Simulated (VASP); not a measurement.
# NaI (Pmma) in VASP: single point with PBE

Aim: the single point of NaI with PBE.

All numbers are computed with VASP 6.6.1; they aren't measurements. Logs are shortened: lines on timing, memory, paths and dates and some standing lists are left out, and cuts for length are marked.

## (1) The cell of the first run

The structure is orthorhombic, space group Pmma (No. 51). The conventional cell has a = 4.553 Å, b = 4.325 Å, c = 8.373 Å, α = 90.00°, β = 90.00°, γ = 90.00°. Within 4.1 Å of Na (site symmetry mm2) lie 4 I at 3.14 Å. Within 4.1 Å of I (site symmetry mm2) lie 4 Na at 3.14 Å.

## (2) Single point, PBE

The input, INCAR:

```
ALGO = Normal ; EDIFF = 1E-7
ENCUT = 520 ; GGA = PE
ISIF = 2 ; ISMEAR = 0
LASPH = True ; LCHARG = False
LREAL = False ; LWAVE = False
NBANDS = 22 ; NELM = 60
PREC = Accurate ; SIGMA = 0.02
```

The input, KPOINTS:

```
k-points
0
Gamma
  6 6 4
```

The input, POSCAR:

```
NaI
1.0
    4.5534461190      0.0000000000      0.0000000000
    0.0000000000      4.3254991146      0.0000000000
    0.0000000000      0.0000000000      8.3731747532
Na I
2 2
Direct
    0.2500000000      0.5000000000      0.2510573171
    0.7500000000      0.5000000000      0.7489426829
    0.2500000000      0.0000000000      0.7505836473
    0.7500000000      0.0000000000      0.2494163527
```

Potentials or basis: VASP PAW PBE potentials, release 64 (Na_pv, I).

On the command line:

```
> cat potpaw_PBE.64/Na_pv/POTCAR potpaw_PBE.64/I/POTCAR > POTCAR
> mpirun -np 1 vasp_std > vasp.out
```

OUTCAR:

```text
EDIFF = 1E-7
   ENCUT = 520
   GGA = PE
   ISIF = 2
   ISMEAR = 0
   LASPH = True
   LREAL = False
   NELM = 60
   PREC = Accurate

 ion  position               nearest neighbor table
   1  0.250  0.500  0.251-   4 3.14   4 3.14   4 3.14   4 3.14
   2  0.750  0.500  0.749-   3 3.14   3 3.14   3 3.14   3 3.14
   3  0.250  0.000  0.751-   2 3.14   2 3.14   2 3.14   2 3.14
   4  0.750  0.000  0.249-   1 3.14   1 3.14   1 3.14   1 3.14

  LATTYP: Found a simple orthorhombic cell.
 ALAT       =     4.3254991146
 B/A-ratio  =     1.0526984282
 C/A-ratio  =     1.9357707703

  Lattice vectors:

 A1 = (   0.0000000000,  -4.3254991146,   0.0000000000)
 A2 = (   4.5534461190,   0.0000000000,   0.0000000000)
 A3 = (   0.0000000000,   0.0000000000,   8.3731747532)

Analysis of symmetry for initial positions (statically):
=====================================================================
 Subroutine PRICEL returns:
 Original cell was already a primitive cell.

 Routine SETGRP: Setting up the symmetry group for a
 simple orthorhombic supercell.

 Subroutine GETGRP returns: Found  8 space group operations
 (whereof  4 operations were pure point group operations)
 out of a pool of  8 trial point group operations.

The static configuration has the point symmetry C_2h.
 The point group associated with its full space group is D_2h.

Analysis of symmetry for dynamics (positions and initial velocities):
=====================================================================
 Subroutine PRICEL returns:
 Original cell was already a primitive cell.

 Routine SETGRP: Setting up the symmetry group for a
 simple orthorhombic supercell.

 Subroutine GETGRP returns: Found  8 space group operations
 (whereof  4 operations were pure point group operations)
 out of a pool of  8 trial point group operations.

The dynamic configuration has the point symmetry C_2h.
 The point group associated with its full space group is D_2h.

 Subroutine INISYM returns: Found  8 space group operations
 (whereof  4 operations are pure point group operations),
 and found     1 'primitive' translations

----------------------------------------------------------------------------------------

                                     Primitive cell

  volume of cell :     164.9174

  direct lattice vectors                    reciprocal lattice vectors
     4.553446119  0.000000000  0.000000000     0.219613887  0.000000000  0.000000000
     0.000000000  4.325499115  0.000000000     0.000000000  0.231187193  0.000000000
     0.000000000  0.000000000  8.373174753     0.000000000  0.000000000  0.119429013

  length of vectors
     4.553446119  4.325499115  8.373174753     0.219613887  0.231187193  0.119429013

  position of ions in fractional coordinates (direct lattice)
     0.250000000  0.500000000  0.251057317
     0.750000000  0.500000000  0.748942683
     0.250000000  0.000000000  0.750583647
     0.750000000  0.000000000  0.249416353

  ion indices of the primitive-cell ions
   primitive index   ion index
                 1           1
                 2           2
                 3           3
                 4           4

----------------------------------------------------------------------------------------

 KPOINTS: k-points

Automatic generation of k-mesh.
 Grid dimensions read from file:
 generate k-points for:    6    6    4

 Generating k-lattice:

  Cartesian coordinates                     Fractional coordinates (reciprocal lattice)
     0.036602314  0.000000000  0.000000000     0.166666667  0.000000000  0.000000000
     0.000000000  0.038531199  0.000000000     0.000000000  0.166666667  0.000000000
     0.000000000  0.000000000  0.029857253     0.000000000  0.000000000  0.250000000

  Length of vectors
     0.036602314  0.038531199  0.029857253

  Shift w.r.t. Gamma in fractional coordinates (k-lattice)
     0.000000000  0.000000000  0.000000000

 Subroutine IBZKPT returns following result:
 ===========================================

 Found     48 irreducible k-points:

 Following reciprocal coordinates:
            Coordinates               Weight
  0.000000  0.000000  0.000000      1.000000
  0.166667  0.000000  0.000000      2.000000
  0.333333  0.000000  0.000000      2.000000
  0.500000  0.000000  0.000000      1.000000
  0.000000  0.166667  0.000000      2.000000
  0.166667  0.166667  0.000000      4.000000
[... 16 lines left out ...]
  0.333333  0.166667  0.250000      8.000000
  0.500000  0.166667  0.250000      4.000000
 [... further k-points ...]
   k-points           NKPTS =     48   k-points in BZ     NKDIM =     48   number of bands    NBANDS=     22
   number of dos      NEDOS =    301   number of ions     NIONS =      4
   total plane-waves  NPLWV =  73728
   dimension x,y,z NGX =    36 NGY =   32 NGZ =   64
   dimension x,y,z NGXF=    72 NGYF=   64 NGZF=  128
   ions per type =               2   2
   NGX,Y,Z   is equivalent  to a cutoff of  13.14, 12.30, 12.71 a.u.
   NGXF,Y,Z  is equivalent  to a cutoff of  26.29, 24.60, 25.41 a.u.
 SYSTEM =  unknown system
   PREC   = accura    normal or accurate (medium, high low for compatibility)
   ISTART =      0    job   : 0-new  1-cont  2-samecut
   ICHARG =      2    charge: 1-file 2-atom 10-const
   ISPIN  =      1    spin polarized calculation?
   LNONCOLLINEAR =      F non collinear calculations
   LSORBIT =      F    spin-orbit coupling
   LASPH  =      T    aspherical Exc in radial PAW
   ENCUT  =  520.0 eV  38.22 Ry    6.18 a.u.   8.47  8.04 15.57*2*pi/ulx,y,z
   NELM   =     60;   NELMIN=  2; NELMDL= -5     # of ELM steps
   EDIFF  = 0.1E-06   stopping-criterion for ELM
   LREAL  =      F    real-space projection
   EDIFFG = 0.1E-05   stopping-criterion for IOM
   NSW    =      0    number of steps for IOM
   IBRION =     -1    ionic relax: 0-MD 1-quasi-New 2-CG
   NFREE  =      0    steps in history (QN), initial steepest desc. (CG)
   ISIF   =      2    stress and relaxation
   ISYM   =      2    0-nonsym 1-usesym 2-fastsym
   POTIM  = 0.5000    time-step for ionic-motion
   TEBEG  =    0.0;   TEEND  =   0.0 temperature during run
   PSTRESS=    0.0 pullay stress
   NELECT =      28.0000    total number of electrons
   NUPDOWN=      -1.0000    fix difference up-down
   EMIN   =  10.00;   EMAX   =-10.00  energy-range for DOS
   EFERMI =   0.00;   METHOD = LEGACY
   ISMEAR =     0;   SIGMA  =   0.02  broadening in eV -4-tet -1-fermi 0-gaus
   EFERMI_NEDOS =   21; number of points for ismear=-14 and -15
   IALGO  =     38    algorithm
   IMIX   =      4    mixing-type and parameters
     AMIX     =   0.40;   BMIX     =  1.00
     AMIX_MAG =   1.60;   BMIX_MAG =  1.00
  volume/ion in A,a.u.               =      41.23       278.23
  Fermi-wavevector in a.u.,A,eV,Ry     =   0.906509  1.713053 11.180697  0.821758
  Thomas-Fermi vector in A             =   2.030205
   LORBIT       =      0    0 simple, 1 ext, 2 COOP (PROOUT), +10 PAW based schemes
   GGA     = PE    functional components
   LHFCALC =     F    Hartree Fock is set to
   AEXX    =    0.0000 exact exchange contribution
   IVDW    =     0    specifies the selected vdW correction
   LEPSILON=     F    determine dielectric tensor
   LRPA    =     F    only Hartree local field effects (RPA)
 non-spin polarized calculation
 Gauss-broadening in eV      SIGMA  =   0.02
  energy-cutoff  :      520.00
  volume of cell :      164.92
 maximum number of plane-waves:      4476
 NGX is ok and might be reduce to    36
   NGX = 17   NGY = 17   NGZ = 31

 number of electron      27.9999987 magnetization

 Free energy of the ion-electron system (eV)
  ---------------------------------------------------
  ext. energy  EPLUGINS =         0.00000000
  ---------------------------------------------------
  free energy    TOTEN  =       -10.31338747 eV

  energy without entropy =      -10.31338747  energy(sigma->0) =      -10.31338747

 E-fermi :   0.0434     XC(G=0):  -6.8246

 val. band max:       -0.0422558468   @ k =   0.0000   0.5000   0.0000
 cond. band min:       2.9132413730   @ k =   0.0000   0.0000   0.0000
 fundamental gap:      2.9554972199
 Fermi energy:         0.0433725101

 k-point     1 :       0.0000    0.0000    0.0000
  band No.  band energies     occupation
      1     -23.0730      2.00000
      2     -23.0716      2.00000
      3     -23.0201      2.00000
      4     -23.0199      2.00000
      5     -23.0195      2.00000
      6     -23.0192      2.00000
[... 14 lines left out ...]
     21       8.0407      0.00000
     22       8.6761      0.00000

 k-point     2 :       0.1667    0.0000    0.0000
  band No.  band energies     occupation
      1     -23.0729      2.00000
      2     -23.0717      2.00000
      3     -23.0204      2.00000
      4     -23.0201      2.00000
      5     -23.0199      2.00000
      6     -23.0198      2.00000
[... 14 lines left out ...]
     21       7.8171      0.00000
     22       8.8576      0.00000

 k-point     3 :       0.3333    0.0000    0.0000
  band No.  band energies     occupation
      1     -23.0725      2.00000
      2     -23.0718      2.00000
      3     -23.0221      2.00000
      4     -23.0219      2.00000
      5     -23.0196      2.00000
      6     -23.0195      2.00000
[... 14 lines left out ...]
     21       8.5544      0.00000
     22       8.6063      0.00000

 k-point     4 :       0.5000    0.0000    0.0000
  band No.  band energies     occupation
      1     -23.0721      2.00000
      2     -23.0721      2.00000
      3     -23.0229      2.00000
      4     -23.0229      2.00000
      5     -23.0194      2.00000
      6     -23.0194      2.00000
[... 14 lines left out ...]
     21       8.2527      0.00000
     22       8.2527      0.00000

 k-point     5 :       0.0000    0.1667    0.0000
  band No.  band energies     occupation
      1     -23.0729      2.00000
      2     -23.0716      2.00000
      3     -23.0214      2.00000
      4     -23.0212      2.00000
      5     -23.0193      2.00000
      6     -23.0190      2.00000
[... 417 lines left out ...]
 k-point    22 :       0.1667    0.1667    0.2500
  band No.  band energies     occupation
      1     -23.0726      2.00000
      2     -23.0718      2.00000
      3     -23.0211      2.00000
      4     -23.0210      2.00000
      5     -23.0201      2.00000
      6     -23.0199      2.00000
[... 14 lines left out ...]
     21       7.7862      0.00000
     22       8.1448      0.00000

 k-point    23 :       0.3333    0.1667    0.2500
  band No.  band energies     occupation
      1     -23.0723      2.00000
      2     -23.0719      2.00000
      3     -23.0217      2.00000
      4     -23.0216      2.00000
      5     -23.0207      2.00000
      6     -23.0207      2.00000
[... 14 lines left out ...]
     21       7.9902      0.00000
     22       8.1571      0.00000

 k-point    24 :       0.5000    0.1667    0.2500
  band No.  band energies     occupation
      1     -23.0720      2.00000
      2     -23.0720      2.00000
      3     -23.0225      2.00000
      4     -23.0225      2.00000
      5     -23.0205      2.00000
      6     -23.0205      2.00000
[... 14 lines left out ...]
     21       8.2589      0.00000
     22       8.2589      0.00000

 [... further k-points ...]
[... 5 lines left out ...]
  --------------------------------------------------------------------------------------
  -------------------------------------------------------------------------------------
  Total        0.0134880      0.0287566      0.0011954      0.0000000      0.0000000      0.0000000
  in kB        0.1310366      0.2793710      0.0116129      0.0000000      0.0000000      0.0000000
  external PRESSURE =       0.1406735 kB  Pullay stress =       0.0000000 kB

 VOLUME and BASIS-vectors are now :
 -----------------------------------------------------------------------------
  energy-cutoff  :      520.00
  volume of cell :      164.92
      direct lattice vectors                 reciprocal lattice vectors
     4.553446119  0.000000000  0.000000000     0.219613887  0.000000000  0.000000000
     0.000000000  4.325499115  0.000000000     0.000000000  0.231187193  0.000000000
     0.000000000  0.000000000  8.373174753     0.000000000  0.000000000  0.119429013

 POSITION                                       TOTAL-FORCE (eV/Angst)
 -----------------------------------------------------------------------------------
      1.13836      2.16275      2.10215         0.000000      0.000000     -0.005047
      3.41508      2.16275      6.27103        -0.000000      0.000000      0.005047
      1.13836      0.00000      6.28477        -0.000000      0.000000     -0.007059
      3.41508      0.00000      2.08841        -0.000000      0.000000      0.007059
 -----------------------------------------------------------------------------------
    total drift:                                0.000000      0.000000      0.000000

  FREE ENERGIE OF THE ION-ELECTRON SYSTEM (eV)
  ---------------------------------------------------
  free  energy   TOTEN  =       -10.3133874701 eV

  energy  without entropy=      -10.3133874701  energy(sigma->0) =      -10.31338747
```

It took 92 s on 1 thread of Intel Xeon Platinum 8559C (Emerald Rapids), shared host; peak memory 0.33 GiB.

What came out:

```yaml
Free_energy: -10.3134 eV
Pressure: 0.0 GPa
Largest_force: 0.007 eV/Å
Band_gap_on_the_k_mesh: 2.96 eV
```

Forces in eV/Å, atoms in the order of the input:
```
Na   0.000  0.000 -0.005
Na   0.000  0.000  0.005
I    0.000  0.000 -0.007
I    0.000  0.000  0.007
```

Caveat: spin-orbit coupling is left out, which moves the levels of the heavy elements. A k mesh can miss the band edges.
